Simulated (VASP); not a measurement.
Input of a VASP 6.6.1 run:

The input POSCAR:

```
In
1.0
    0.0000000000      3.0797814386      3.0797814386
    3.0797814386      0.0000000000      3.0797814386
    3.0797814386      3.0797814386      0.0000000000
In
2
Direct
    1.0000000000      1.0000000000      1.0000000000
    0.2500000000      0.2500000000      0.2500000000
```

File INCAR.step1:

```
ALGO = Normal
EDIFF = 1E-5
ENCUT = 550
GGA = PE
GGA_COMPAT = F
ISMEAR = -1
LASPH = T
LCHARG = F
LREAL = F
LWAVE = T
NBANDS = 20
NELM = 120
PREC = Accurate
SIGMA = 0.05
```

File INCAR.step2:

```
ALGO = Normal
EDIFF = 1E-6
ENCUT = 550
GGA_COMPAT = F
ISIF = 2
ISMEAR = -1
ISTART = 1
LASPH = T
LCHARG = T
LELF = T
LMIXTAU = T
LREAL = F
LVHAR = T
LWAVE = F
METAGGA = R2SCAN
NBANDS = 20
NELM = 120
PREC = Accurate
SIGMA = 0.05
```

Contents of KPOINTS:

```
k-points
0
Gamma
  6 6 6
```

Potentials or basis: VASP PAW PBE potentials, release 64 (In_d).

Command:

```console
$ cat potpaw_PBE.64/In_d/POTCAR > POTCAR
$ cp INCAR.step1 INCAR
$ mpirun -np 1 vasp_std > vasp.out
$ cp INCAR.step2 INCAR
$ mpirun -np 1 vasp_std > vasp.out
```

(1) Predict the pressure.

(2) Estimate the band gap on the k mesh.

Answers

(1) 10.1 GPa.

(2) zero (bands 13 and 14 overlap by 4.65 eV).

Caveat: the cell stands under pressure; the PAW data sets were made with another functional, which shifts forces and pressure a little; spin-orbit coupling is left out, which moves the levels of the heavy elements.
